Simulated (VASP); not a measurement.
# SnO2 (Pnnm) in VASP: a series of runs

Runs on SnO2. Level: PBEsol. Tasks: single point.

Everything below comes from runs of VASP 6.6.1. Logs are shortened: lines on timing, memory, paths and dates and some standing lists are left out, and cuts for length are marked.

## Step 1: The cell of the first run

Symmetry: Pnnm, No. 58, orthorhombic system. Conventional cell: a = 4.808 Å, b = 4.808 Å, c = 3.238 Å, α = 90.00°, β = 90.00°, γ = 90.00°. Within 2.9 Å of Sn (site symmetry 2/m) lie 6 O at 2.17 Å. Within 2.9 Å of O (site symmetry m) lie 3 Sn at 2.17 Å and 2 O at 2.32 to 2.90 Å.

## Step 2: Single point, PBEsol

INCAR

```
SYSTEM = SnO2
ALGO     = Normal         ! electronic algorithm
EDIFF    = 1E-7           ! SCF threshold, eV
ENCUT    = 520            ! plane-wave cutoff, eV
GGA      = PS             ! functional
ISIF     = 2              ! what is computed and relaxed
ISMEAR   = 0              ! smearing method
LASPH    = .TRUE.         ! aspherical terms in the spheres
LCHARG   = .FALSE.        ! write CHGCAR
LREAL    = .FALSE.        ! projectors in reciprocal space
LWAVE    = .FALSE.        ! write WAVECAR
NBANDS   = 35             ! bands
NELM     = 60             ! most SCF steps
PREC     = Accurate       ! precision mode
SIGMA    = 0.05           ! smearing width, eV
```

KPOINTS

```
k-points
0
G
  6 6 8
  0 0 0
```

POSCAR

```
SnO2
1.0
    4.8083047542      0.0000000000      0.0000000000
    0.0000000000      4.8083047542      0.0000000000
    0.0000000000      0.0000000000      3.2380235508
Sn O
2 4
Direct
    0.0000000000      0.0000000000      0.0000000000
    0.5000000000      0.5000000000      0.5000000000
    0.2176265853      0.3949695495      0.0000000000
    0.2823734147      0.8949695495      0.5000000000
    0.7823734147      0.6050304505      0.0000000000
    0.7176265853      0.1050304505      0.5000000000
```

Potentials or basis: VASP PAW PBE potentials, release 64 (Sn_d, O).

Started as:

```console
$ cat potpaw_PBE.64/Sn_d/POTCAR potpaw_PBE.64/O/POTCAR > POTCAR
$ mpirun -np 1 vasp_std > vasp.out
```

OUTCAR:

```text
SYSTEM = SnO2
   EDIFF = 1E-7
   ENCUT = 520
   GGA = PS
   ISIF = 2
   ISMEAR = 0
   LASPH = .TRUE.
   LREAL = .FALSE.
   NELM = 60
   PREC = Accurate

 ion  position               nearest neighbor table
   1  0.000  0.000  0.000-   3 2.17   5 2.17   4 2.17   6 2.17   4 2.17   6 2.17
   2  0.500  0.500  0.500-   4 2.17   6 2.17   5 2.17   3 2.17   3 2.17   5 2.17
   3  0.218  0.395  0.000-   1 2.17   2 2.17   2 2.17
   4  0.282  0.895  0.500-   2 2.17   1 2.17   1 2.17
   5  0.782  0.605  0.000-   1 2.17   2 2.17   2 2.17
   6  0.718  0.105  0.500-   2 2.17   1 2.17   1 2.17

  LATTYP: Found a simple tetragonal cell.
 ALAT       =     4.8083047542
 C/A-ratio  =     0.6734231120

  Lattice vectors:

 A1 = (   4.8083047542,   0.0000000000,   0.0000000000)
 A2 = (   0.0000000000,   4.8083047542,   0.0000000000)
 A3 = (   0.0000000000,   0.0000000000,   3.2380235508)

Analysis of symmetry for initial positions (statically):
=====================================================================
 Subroutine PRICEL returns:
 Original cell was already a primitive cell.

 Routine SETGRP: Setting up the symmetry group for a
 simple tetragonal supercell.

 Subroutine GETGRP returns: Found  8 space group operations
 (whereof  4 operations were pure point group operations)
 out of a pool of 16 trial point group operations.

The static configuration has the point symmetry C_2h.
 The point group associated with its full space group is D_2h.

Analysis of symmetry for dynamics (positions and initial velocities):
=====================================================================
 Subroutine PRICEL returns:
 Original cell was already a primitive cell.

 Routine SETGRP: Setting up the symmetry group for a
 simple tetragonal supercell.

 Subroutine GETGRP returns: Found  8 space group operations
 (whereof  4 operations were pure point group operations)
 out of a pool of 16 trial point group operations.

The dynamic configuration has the point symmetry C_2h.
 The point group associated with its full space group is D_2h.

 Subroutine INISYM returns: Found  8 space group operations
 (whereof  4 operations are pure point group operations),
 and found     1 'primitive' translations

----------------------------------------------------------------------------------------

[... 99 lines left out ...]
   NELM   =     60;   NELMIN=  2; NELMDL= -5     # of ELM steps
   EDIFF  = 0.1E-06   stopping-criterion for ELM
   LREAL  =      F    real-space projection
   EDIFFG = 0.1E-05   stopping-criterion for IOM
   NSW    =      0    number of steps for IOM
   IBRION =     -1    ionic relax: 0-MD 1-quasi-New 2-CG
   NFREE  =      0    steps in history (QN), initial steepest desc. (CG)
   ISIF   =      2    stress and relaxation
   ISYM   =      2    0-nonsym 1-usesym 2-fastsym
   POTIM  = 0.5000    time-step for ionic-motion
   TEBEG  =    0.0;   TEEND  =   0.0 temperature during run
   PSTRESS=    0.0 pullay stress
   NELECT =      52.0000    total number of electrons
   NUPDOWN=      -1.0000    fix difference up-down
   EMIN   =  10.00;   EMAX   =-10.00  energy-range for DOS
   EFERMI =   0.00;   METHOD = LEGACY
   ISMEAR =     0;   SIGMA  =   0.05  broadening in eV -4-tet -1-fermi 0-gaus
   EFERMI_NEDOS =   21; number of points for ismear=-14 and -15
   IALGO  =     38    algorithm
   IMIX   =      4    mixing-type and parameters
     AMIX     =   0.40;   BMIX     =  1.00
     AMIX_MAG =   1.60;   BMIX_MAG =  1.00
  volume/ion in A,a.u.               =      12.48        84.20
  Fermi-wavevector in a.u.,A,eV,Ry     =   1.449844  2.739808 28.600096  2.102048
  Thomas-Fermi vector in A             =   2.567524
   LORBIT       =      0    0 simple, 1 ext, 2 COOP (PROOUT), +10 PAW based schemes
   GGA     = PS    functional components
   LHFCALC =     F    Hartree Fock is set to
   AEXX    =    0.0000 exact exchange contribution
   IVDW    =     0    specifies the selected vdW correction
   LEPSILON=     F    determine dielectric tensor
   LRPA    =     F    only Hartree local field effects (RPA)
 non-spin polarized calculation
 Gauss-broadening in eV      SIGMA  =   0.05
  energy-cutoff  :      520.00
  volume of cell :       74.86
 maximum number of plane-waves:      2052
   NGX = 17   NGY = 17   NGZ = 13

 number of electron      52.0000033 magnetization

 Free energy of the ion-electron system (eV)
  ---------------------------------------------------
  ext. energy  EPLUGINS =         0.00000000
  ---------------------------------------------------
  free energy    TOTEN  =       -38.12042073 eV

  energy without entropy =      -38.12042024  energy(sigma->0) =      -38.12042048

 E-fermi :   6.0323     XC(G=0): -11.4354

 val. band max:        5.8976983372   @ k =   0.0000   0.0000   0.0000
 cond. band min:       6.1552620134   @ k =   0.0000   0.0000   0.0000
 fundamental gap:      0.2575636762
 Fermi energy:         6.0322590438

 k-point     1 :       0.0000    0.0000    0.0000
  band No.  band energies     occupation
      1     -15.1625      2.00000
      2     -14.6609      2.00000
      3     -14.5651      2.00000
      4     -14.4978      2.00000
      5     -14.4838      2.00000
      6     -14.4618      2.00000
[... 901 lines left out ...]
     34      16.0006      0.00000
     35      17.3726      0.00000

 [... further k-points ...]

------------------------ aborting loop because EDIFF is reached ----------------------------------------

  FORCE on cell =-STRESS in cart. coord.  units (eV):
  Direction    XX          YY          ZZ          XY          YZ          ZX
  --------------------------------------------------------------------------------------
  -------------------------------------------------------------------------------------
  Total       -4.5731160     -5.0937493     -6.9589304      0.0000000      0.0000000      0.0000000
  in kB      -97.8720808   -109.0144763   -148.9323694      0.0000000      0.0000000      0.0000000
  external PRESSURE =    -118.6063088 kB  Pullay stress =       0.0000000 kB

 VOLUME and BASIS-vectors are now :
 -----------------------------------------------------------------------------
  energy-cutoff  :      520.00
  volume of cell :       74.86
      direct lattice vectors                 reciprocal lattice vectors
     4.808304754  0.000000000  0.000000000     0.207973506  0.000000000  0.000000000
     0.000000000  4.808304754  0.000000000     0.000000000  0.207973506  0.000000000
     0.000000000  0.000000000  3.238023551     0.000000000  0.000000000  0.308830367

 POSITION                                       TOTAL-FORCE (eV/Angst)
 -----------------------------------------------------------------------------------
      0.00000      0.00000      0.00000         0.000000      0.000000      0.000000
      2.40415      2.40415      1.61901         0.000000      0.000000      0.000000
      1.04641      1.89913      0.00000         2.121164     -0.778811      0.000000
      1.35774      4.30329      1.61901        -2.121164     -0.778811      0.000000
      3.76189      2.90917      0.00000        -2.121164      0.778811      0.000000
      3.45057      0.50502      1.61901         2.121164      0.778811      0.000000
 -----------------------------------------------------------------------------------
    total drift:                                0.000000      0.000000      0.000000

  FREE ENERGIE OF THE ION-ELECTRON SYSTEM (eV)
  ---------------------------------------------------
  free  energy   TOTEN  =       -38.1204207259 eV

  energy  without entropy=      -38.1204202388  energy(sigma->0) =      -38.12042048
```

It took 2.3 min on 1 thread of Intel Xeon Platinum 8259CL at 2.50GHz (Skylake/Cascade Lake), shared host; peak memory 0.29 GiB.

What came out:

* Free energy: -38.1204 eV
* Pressure: -11.9 GPa
* Largest force: 2.260 eV/Å
* Band gap on the k mesh: 0.26 eV, direct

Forces in eV/Å, atoms in the order of the input:
```
Sn   0.000  0.000  0.000
Sn   0.000  0.000  0.000
O    2.121 -0.779  0.000
O   -2.121 -0.779  0.000
O   -2.121  0.779  0.000
O    2.121  0.779  0.000
```

Stress tensor (GPa, compression positive):
```
 -9.79   0.00   0.00
  0.00 -10.90   0.00
  0.00   0.00 -14.89
```

Levels at points of the mesh, in eV from the valence-band top:
| k point | band 23 | band 24 | band 25 | band 26 | band 27 | band 28 | band 29 | band 30 |
| --- | --- | --- | --- | --- | --- | --- | --- | --- |
| (0.00, 0.00, 0.00) | -1.04 | -0.97 | -0.31 | 0.00 | 0.26 | 4.15 | 5.73 | 6.17 |
| (0.50, 0.00, 0.00) | -1.36 | -1.36 | -0.73 | -0.73 | 2.57 | 2.57 | 5.35 | 5.35 |
| (0.00, 0.50, 0.00) | -1.19 | -1.19 | -0.52 | -0.52 | 3.12 | 3.12 | 6.99 | 6.99 |
| (0.50, 0.50, 0.00) | -1.65 | -1.65 | -0.46 | -0.46 | 3.56 | 3.56 | 5.66 | 5.66 |
| (0.00, 0.00, 0.50) | -2.02 | -2.02 | -0.13 | -0.13 | 3.76 | 3.76 | 7.48 | 7.48 |
| (0.50, 0.00, 0.50) | -1.73 | -1.73 | -0.73 | -0.73 | 4.30 | 4.30 | 6.85 | 6.85 |
| (0.00, 0.50, 0.50) | -1.47 | -1.47 | 0.00 | 0.00 | 3.85 | 3.85 | 5.59 | 5.59 |
| (0.50, 0.50, 0.50) | -1.63 | -1.63 | -0.52 | -0.52 | 3.45 | 3.45 | 7.58 | 7.58 |

Caveat: the PAW data sets were made with another functional, which shifts forces and pressure a little; spin-orbit coupling is left out, which moves the levels of the heavy elements.

(Continued in part 2 of 2.)
